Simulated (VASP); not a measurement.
Crystal: WS2.

```
CELL_PARAMETERS angstrom
3.18422 0.00000 0.00000
-1.59211 2.75762 0.00000
0.00000 0.00000 12.97828
ATOMIC_POSITIONS crystal
W 0.33333 0.66667 0.25000
W 0.66667 0.33333 0.75000
S 0.33333 0.66667 0.62980
S 0.66667 0.33333 0.12980
S 0.33333 0.66667 0.87020
S 0.66667 0.33333 0.37020
```

| Quantity | Value |
| --- | --- |
| Program | VASP 6.6.1 |
| Task | relaxation of cell and atoms |
| Functional | PBEsol |
| Potentials or basis | VASP PAW PBE potentials, release 64 (W_sv, S) |
| Cutoff | 600 eV |
| k mesh | 9 × 9 × 2 |
| Occupations | fermi-dirac, width 0.03 eV |
| Spin | no spin polarisation |

At the start: pressure -2.8 GPa; volume 18.99 Å³/atom.

Q: Where does the relaxation end?

A: Over 18 steps the energy falls by 5.3 meV/atom and the volume is 18.15 Å³/atom (-4.4 %); space group P6_3/mmc (No. 194, to 0.1 Å) before and after.

Step by step:
```
step  energy change (eV)  largest force (eV/Å)  pressure (GPa)  volume (Å³)
   1              0.0000                0.0923           -2.77       113.96
   2              0.0333                0.7210            5.55       108.62
   3             -0.0223                0.2109            0.23       111.85
   4             -0.0276                0.0531           -0.18       111.47
   5             -0.0285                0.0191           -0.07       111.58
   6             -0.0286                0.0242           -0.02       111.47
   7             -0.0289                0.0440            0.20       111.14
   8             -0.0288                0.0820            0.62       110.49
   9             -0.0290                0.0601            0.38       110.87
  10             -0.0290                0.0591            0.35       110.86
  11             -0.0290                0.0582            0.37       110.83
  12             -0.0292                0.0548            0.35       110.78
  13             -0.0294                0.0497            0.33       110.66
  14             -0.0298                0.0384            0.30       110.44
  15             -0.0304                0.0161            0.23       109.99
  16             -0.0310                0.0271            0.10       109.10
  17             -0.0313                0.0201            0.06       109.03
  18             -0.0315                0.0073           -0.05       108.91
```

Final structure:
```cif
data_structure
_symmetry_space_group_name_H-M 'P 1'
_symmetry_Int_Tables_number 1
_cell_length_a 3.1472
_cell_length_b 3.1472
_cell_length_c 12.6968
_cell_angle_alpha 90.000
_cell_angle_beta 90.000
_cell_angle_gamma 120.000
_cell_volume 108.91
loop_
_atom_site_label
_atom_site_type_symbol
_atom_site_fract_x
_atom_site_fract_y
_atom_site_fract_z
_atom_site_occupancy
W1 W 0.33333 0.66667 0.25000 1
W2 W 0.66667 0.33333 0.75000 1
S1 S 0.33333 0.66667 0.62646 1
S2 S 0.66667 0.33333 0.12646 1
S3 S 0.33333 0.66667 0.87354 1
S4 S 0.66667 0.33333 0.37354 1
```

Caveat: the PAW data sets were made with another functional, which shifts forces and pressure a little; this functional lacks dispersion, which binds layers or chains, so the pressure and a relaxed spacing across them are unreliable.
